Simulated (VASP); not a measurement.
# MnO (Fm-3m) in VASP: a series of runs

The runs below take MnO through single point, with RPBE+D4, PBE, LDA.

Everything below comes from runs of VASP 6.6.1. Logs are shortened: lines on timing, memory, paths and dates and some standing lists are left out, and cuts for length are marked.

## Step 1: The cell of the first run

The structure is cubic, space group Fm-3m (No. 225). Conventional cell: a = 4.434 Å, b = 4.434 Å, c = 4.434 Å, α = 90.00°, β = 90.00°, γ = 90.00°. Mn (site symmetry m-3m) has 6 O at 2.22 Å within 2.9 Å. O (site symmetry m-3m) has 6 Mn at 2.22 Å within 2.9 Å.

## Step 2: Single point, RPBE+D4, collinear spin, ferromagnetic start

Contents of INCAR:

```
PREC = Accurate ; ENCUT = 520
EDIFF = 1E-7 ; ISMEAR = -1
SIGMA = 0.05 ; LREAL = False
LASPH = True ; NELM = 150
ALGO = Normal ; ISIF = 2
LWAVE = False ; LCHARG = False
ISPIN = 2 ; MAGMOM = 4 0
LORBIT = 11 ; LMAXMIX = 4
GGA = RP ; IVDW = 13
NBANDS = 20
```

Contents of KPOINTS:

```
regular mesh
0
Gamma
  10 10 10
```

Contents of POSCAR:

```
MnO
1.0
    0.0000000000      2.2167754346      2.2167754346
    2.2167754346      0.0000000000      2.2167754346
    2.2167754346      2.2167754346      0.0000000000
Mn O
1 1
Direct
    0.0000000000      0.0000000000      0.0000000000
    0.5000000000      0.5000000000      0.5000000000
```

Potentials or basis: VASP PAW PBE potentials, release 64 (Mn_pv, O).

Started as:

```sh
$ cat potpaw_PBE.64/Mn_pv/POTCAR potpaw_PBE.64/O/POTCAR > POTCAR
$ mpirun -np 1 vasp_std > vasp.out
```

OUTCAR:

```text
PREC = Accurate
   ENCUT = 520
   EDIFF = 1E-7
   ISMEAR = -1
   LREAL = False
   LASPH = True
   NELM = 150
   ISIF = 2
   ISPIN = 2
   LORBIT = 11
   GGA = RP
   IVDW = 13

 ion  position               nearest neighbor table
   1  0.000  0.000  0.000-   2 2.22   2 2.22   2 2.22   2 2.22   2 2.22   2 2.22
   2  0.500  0.500  0.500-   1 2.22   1 2.22   1 2.22   1 2.22   1 2.22   1 2.22

  LATTYP: Found a face centered cubic cell.
 ALAT       =     4.4335508692

  Lattice vectors:

 A1 = (   0.0000000000,   2.2167754346,   2.2167754346)
 A2 = (   2.2167754346,   0.0000000000,   2.2167754346)
 A3 = (   2.2167754346,   2.2167754346,   0.0000000000)

Analysis of symmetry for initial positions (statically):
=====================================================================
 Subroutine PRICEL returns:
 Original cell was already a primitive cell.

 Routine SETGRP: Setting up the symmetry group for a
 face centered cubic supercell.

 Subroutine GETGRP returns: Found 48 space group operations
 (whereof 48 operations were pure point group operations)
 out of a pool of 48 trial point group operations.

The static configuration has the point symmetry O_h .

Analysis of symmetry for dynamics (positions and initial velocities):
=====================================================================
 Subroutine PRICEL returns:
 Original cell was already a primitive cell.

 Routine SETGRP: Setting up the symmetry group for a
 face centered cubic supercell.

 Subroutine GETGRP returns: Found 48 space group operations
 (whereof 48 operations were pure point group operations)
 out of a pool of 48 trial point group operations.

The dynamic configuration has the point symmetry O_h .

Analysis of structural, dynamic, and magnetic symmetry:
=====================================================================
 Subroutine PRICEL returns:
 Original cell was already a primitive cell.

 Routine SETGRP: Setting up the symmetry group for a
 face centered cubic supercell.

 Subroutine GETGRP returns: Found 48 space group operations
 (whereof 48 operations were pure point group operations)
 out of a pool of 48 trial point group operations.

The overall configuration has the point symmetry O_h .

 Subroutine INISYM returns: Found 48 space group operations
 (whereof 48 operations are pure point group operations),
 and found     1 'primitive' translations

----------------------------------------------------------------------------------------

                                     Primitive cell

  volume of cell :      21.7869

  direct lattice vectors                    reciprocal lattice vectors
     0.000000000  2.216775435  2.216775435    -0.225552842  0.225552842  0.225552842
     2.216775435  0.000000000  2.216775435     0.225552842 -0.225552842  0.225552842
     2.216775435  2.216775435  0.000000000     0.225552842  0.225552842 -0.225552842

  length of vectors
     3.134993884  3.134993884  3.134993884     0.390668983  0.390668983  0.390668983

  position of ions in fractional coordinates (direct lattice)
     0.000000000  0.000000000  0.000000000
     0.500000000  0.500000000  0.500000000

  ion indices of the primitive-cell ions
   primitive index   ion index
                 1           1
                 2           2

----------------------------------------------------------------------------------------

 KPOINTS: regular mesh

Automatic generation of k-mesh.
 Grid dimensions read from file:
 generate k-points for:   10   10   10

 Generating k-lattice:

  Cartesian coordinates                     Fractional coordinates (reciprocal lattice)
    -0.022555284  0.022555284  0.022555284     0.100000000  0.000000000  0.000000000
     0.022555284 -0.022555284  0.022555284     0.000000000  0.100000000  0.000000000
     0.022555284  0.022555284 -0.022555284     0.000000000  0.000000000  0.100000000

  Length of vectors
     0.039066898  0.039066898  0.039066898

  Shift w.r.t. Gamma in fractional coordinates (k-lattice)
     0.000000000  0.000000000  0.000000000

 Subroutine IBZKPT returns following result:
 ===========================================

 Found     47 irreducible k-points:

 Following reciprocal coordinates:
            Coordinates               Weight
  0.000000  0.000000  0.000000      1.000000
  0.100000  0.000000  0.000000      8.000000
  0.200000  0.000000  0.000000      8.000000
  0.300000  0.000000  0.000000      8.000000
  0.400000  0.000000  0.000000      8.000000
  0.500000  0.000000  0.000000      4.000000
[... 16 lines left out ...]
  0.300000  0.300000  0.000000      6.000000
  0.400000  0.300000  0.000000     24.000000
 [... further k-points ...]
   k-points           NKPTS =     47   k-points in BZ     NKDIM =     47   number of bands    NBANDS=     20
   number of dos      NEDOS =    301   number of ions     NIONS =      2
   total plane-waves  NPLWV =  13824
   dimension x,y,z NGX =    24 NGY =   24 NGZ =   24
   dimension x,y,z NGXF=    48 NGYF=   48 NGZF=   48
   ions per type =               1   1
   NGX,Y,Z   is equivalent  to a cutoff of  12.73, 12.73, 12.73 a.u.
   NGXF,Y,Z  is equivalent  to a cutoff of  25.45, 25.45, 25.45 a.u.
 SYSTEM =  unknown system
   PREC   = accura    normal or accurate (medium, high low for compatibility)
   ISTART =      0    job   : 0-new  1-cont  2-samecut
   ICHARG =      2    charge: 1-file 2-atom 10-const
   ISPIN  =      2    spin polarized calculation?
   LNONCOLLINEAR =      F non collinear calculations
   LSORBIT =      F    spin-orbit coupling
   LASPH  =      T    aspherical Exc in radial PAW
   ENCUT  =  520.0 eV  38.22 Ry    6.18 a.u.   5.83  5.83  5.83*2*pi/ulx,y,z
   NELM   =    150;   NELMIN=  2; NELMDL= -5     # of ELM steps
   EDIFF  = 0.1E-06   stopping-criterion for ELM
   LREAL  =      F    real-space projection
   EDIFFG = 0.1E-05   stopping-criterion for IOM
   NSW    =      0    number of steps for IOM
   IBRION =     -1    ionic relax: 0-MD 1-quasi-New 2-CG
   NFREE  =      0    steps in history (QN), initial steepest desc. (CG)
   ISIF   =      2    stress and relaxation
   ISYM   =      2    0-nonsym 1-usesym 2-fastsym
   POTIM  = 0.5000    time-step for ionic-motion
   TEBEG  =    0.0;   TEEND  =   0.0 temperature during run
   PSTRESS=    0.0 pullay stress
   NELECT =      19.0000    total number of electrons
   NUPDOWN=      -1.0000    fix difference up-down
   EMIN   =  10.00;   EMAX   =-10.00  energy-range for DOS
   EFERMI =   0.00;   METHOD = LEGACY
   ISMEAR =    -1;   SIGMA  =   0.05  broadening in eV -4-tet -1-fermi 0-gaus
   EFERMI_NEDOS =   21; number of points for ismear=-14 and -15
   IALGO  =     38    algorithm
   IMIX   =      4    mixing-type and parameters
     AMIX     =   0.40;   BMIX     =  1.00
     AMIX_MAG =   1.60;   BMIX_MAG =  1.00
  volume/ion in A,a.u.               =      10.89        73.51
  Fermi-wavevector in a.u.,A,eV,Ry     =   1.564087  2.955696 33.284874  2.446369
  Thomas-Fermi vector in A             =   2.666763
   LORBIT       =     11    0 simple, 1 ext, 2 COOP (PROOUT), +10 PAW based schemes
   GGA     = RP    functional components
   LHFCALC =     F    Hartree Fock is set to
   AEXX    =    0.0000 exact exchange contribution
   IVDW    =    13    specifies the selected vdW correction
   LEPSILON=     F    determine dielectric tensor
   LRPA    =     F    only Hartree local field effects (RPA)
 spin polarized calculation
  energy-cutoff  :      520.00
  volume of cell :       21.79
 maximum number of plane-waves:       600
   NGX = 11   NGY = 11   NGZ = 11

 number of electron      18.9999993 magnetization       4.8071257

 Free energy of the ion-electron system (eV)
  ---------------------------------------------------
  ext. energy  EPLUGINS =         0.00000000
  ---------------------------------------------------
  free energy    TOTEN  =       -15.69846349 eV

  energy without entropy =      -15.69206367  energy(sigma->0) =      -15.69526358

 E-fermi :   7.8141     XC(G=0): -11.6977

 val. band max:        7.8115065435   @ k =   0.4000   0.0000   0.0000
 cond. band min:       7.9501662507   @ k =  -0.3000   0.2000   0.0000
 fundamental gap:      0.1386597071
 Fermi energy:         7.8140705918

 spin component 1

 k-point     1 :       0.0000    0.0000    0.0000
  band No.  band energies     occupation
      1     -42.6644      1.00000
      2     -42.6644      1.00000
      3     -42.6644      1.00000
      4     -12.6012      1.00000
      5       4.0450      1.00000
      6       4.0450      1.00000
[... 12 lines left out ...]
     19      27.7575      0.00000
     20      27.7575      0.00000
[... 507 lines left out ...]
 k-point    24 :       0.4000    0.3000    0.0000
  band No.  band energies     occupation
      1     -42.7122      1.00000
      2     -42.6847      1.00000
      3     -42.6828      1.00000
      4     -11.7741      1.00000
      5       0.6003      1.00000
      6       2.5010      1.00000
[... 12 lines left out ...]
     19      32.6966      0.00000
     20      34.4253      0.00000

 [... further k-points ...]

 spin component 2

 k-point     1 :       0.0000    0.0000    0.0000
  band No.  band energies     occupation
      1     -37.9206      1.00000
      2     -37.9206      1.00000
      3     -37.9206      1.00000
      4     -12.1578      1.00000
      5       4.4268      1.00000
      6       4.4268      1.00000
[... 12 lines left out ...]
     19      30.3138      0.00000
     20      30.3138      0.00000
[... 507 lines left out ...]
 k-point    24 :       0.4000    0.3000    0.0000
  band No.  band energies     occupation
      1     -37.9804      1.00000
      2     -37.9456      1.00000
      3     -37.9432      1.00000
      4     -11.3549      1.00000
      5       1.3999      1.00000
      6       3.2961      1.00000
[... 12 lines left out ...]
     19      33.7500      0.00000
     20      35.5170      0.00000

 [... further k-points ...]

------------------------ aborting loop because EDIFF is reached ----------------------------------------

  DFT-D4 for vdW energy calculation

  Edisp (eV):   -1.34871

  FORCE on cell =-STRESS in cart. coord.  units (eV):
  Direction    XX          YY          ZZ          XY          YZ          ZX
  --------------------------------------------------------------------------------------
  -------------------------------------------------------------------------------------
  Total       0.03736     0.03736     0.03736     0.00000     0.00000    -0.00000
  in kB       2.74712     2.74712     2.74712     0.00000     0.00000    -0.00000
  external pressure =        2.75 kB  Pullay stress =        0.00 kB

 VOLUME and BASIS-vectors are now :
 -----------------------------------------------------------------------------
  energy-cutoff  :      520.00
  volume of cell :       21.79
      direct lattice vectors                 reciprocal lattice vectors
     0.000000000  2.216775435  2.216775435    -0.225552842  0.225552842  0.225552842
     2.216775435  0.000000000  2.216775435     0.225552842 -0.225552842  0.225552842
     2.216775435  2.216775435  0.000000000     0.225552842  0.225552842 -0.225552842

 POSITION                                       TOTAL-FORCE (eV/Angst)
 -----------------------------------------------------------------------------------
      0.00000      0.00000      0.00000         0.000000      0.000000     -0.000000
      2.21678      2.21678      2.21678         0.000000      0.000000      0.000000
 -----------------------------------------------------------------------------------
    total drift:                                0.000000     -0.000000     -0.000000

  FREE ENERGIE OF THE ION-ELECTRON SYSTEM (eV)
  ---------------------------------------------------
  free  energy   TOTEN  =       -17.0471717604 eV

  energy  without entropy=      -17.0407719403  energy(sigma->0) =      -17.04397185

 total charge

# of ion       s       p       d       tot
------------------------------------------
    1        0.201   6.177   4.974  11.352
    2        1.566   3.432   0.000   4.998
--------------------------------------------------
tot          1.766   9.609   4.974  16.350

 magnetization (x)

# of ion       s       p       d       tot
------------------------------------------
    1        0.034   0.028   4.306   4.367
    2        0.030   0.171   0.000   0.200
--------------------------------------------------
tot          0.063   0.198   4.306   4.567
```

Run time: 53 s. Hardware: 1 thread of Intel Xeon 8259CL, shared host; peak memory 0.17 GiB.

What came out:

```yaml
Free_energy: -17.0472 eV
Pressure: 0.3 GPa
Net_moment: 4.81 μB per cell
Site_moments: Mn +4.37; O +0.20 μB
Valence_electrons_inside_the_program's_atomic_spheres: Mn 11.35; O 5.00
Dispersion_energy_per_atom: -0.674 eV
```

Caveat: the PAW data sets were made with another functional, which shifts forces and pressure a little; a cell with one magnetic atom can't hold antiferromagnetic order, which such compounds often take; semilocal functionals often make such compounds metallic where correlation or magnetic order opens a gap, which also shifts bond lengths. With open d or f shells a metallic result of RPBE can be an artefact of self-interaction; +U or a hybrid may open a gap.

## Step 3: Single point, PBE, collinear spin, ferromagnetic start

This run uses another cell than the first one, of 11.00 Å³/atom.

Contents of INCAR:

```
SYSTEM = MnO
PREC = Accurate
ENCUT = 520
EDIFF = 1E-6
ISMEAR = 0
SIGMA = 0.013000000000000001
LREAL = .FALSE.
LASPH = .TRUE.
NELM = 150
ALGO = Normal
ISIF = 2
LWAVE = .FALSE.
LCHARG = .TRUE.
ISPIN = 2
MAGMOM = 4 0
LORBIT = 11
LMAXMIX = 4
GGA = PE
LELF = .TRUE.
LVHAR = .TRUE.
NBANDS = 20
```

Contents of KPOINTS:

```
Automatic mesh
0
G
  10 10 10
  0 0 0
```

Contents of POSCAR:

```
MnO
1.0
    0.0000000000      2.2239077028      2.2239077028
    2.2239077028      0.0000000000      2.2239077028
    2.2239077028      2.2239077028      0.0000000000
Mn O
1 1
Direct
    0.0000000000      0.0000000000      0.0000000000
    0.5000000000      0.5000000000      0.5000000000
```

Potentials or basis: VASP PAW PBE potentials, release 64 (Mn_pv, O).

Started as:

```sh
$ cat potpaw_PBE.64/Mn_pv/POTCAR potpaw_PBE.64/O/POTCAR > POTCAR
$ mpirun -np 1 vasp_std > vasp.out
```

It took 67 s on 1 thread of Intel Xeon 8259CL, shared host; peak memory 0.17 GiB.

Results (log left out):

```
Free energy                                           : -16.4025 eV
Pressure                                              : 0.4 GPa
Net moment                                            : 4.80 μB per cell
Site moments                                          : Mn +4.36; O +0.21 μB
Valence electrons inside the program's atomic spheres : Mn 11.35; O 4.98
```

Levels at points of the mesh, in eV from the Fermi level:
Spin up:
```
           k point  band 9  band 10  band 11  band 12  band 13  band 14  band 15  band 16
(0.00, 0.00, 0.00)   -3.20    -3.20    -2.68    -2.68    -0.51    13.97    16.34    16.34
(0.50, 0.00, 0.00)   -2.31    -1.87     0.22     0.22     3.49     7.74    11.88    11.88
(0.50, 0.50, 0.00)   -2.25    -2.04    -2.04    -1.91     5.02     7.83    10.41    13.65
```
Spin down:
```
           k point  band 3  band 4  band 5  band 6  band 7  band 8  band 9  band 10  band 11  band 12
(0.00, 0.00, 0.00)  -45.67  -19.79   -3.33   -3.33   -3.33    0.78    0.78     0.78     0.82     1.40
(0.50, 0.00, 0.00)  -45.68  -18.84   -7.33   -4.81   -4.81    1.96    2.00     2.00     3.67     3.67
(0.50, 0.50, 0.00)  -45.70  -18.87   -6.38   -4.30   -4.30   -0.79    1.99     2.19     2.44     2.44
```

Caveat: a cell with one magnetic atom can't hold antiferromagnetic order, which such compounds often take; semilocal functionals often make such compounds metallic where correlation or magnetic order opens a gap, which also shifts bond lengths. With open d or f shells a metallic result of PBE can be an artefact of self-interaction; +U or a hybrid may open a gap.

[end of part 1 of 2]
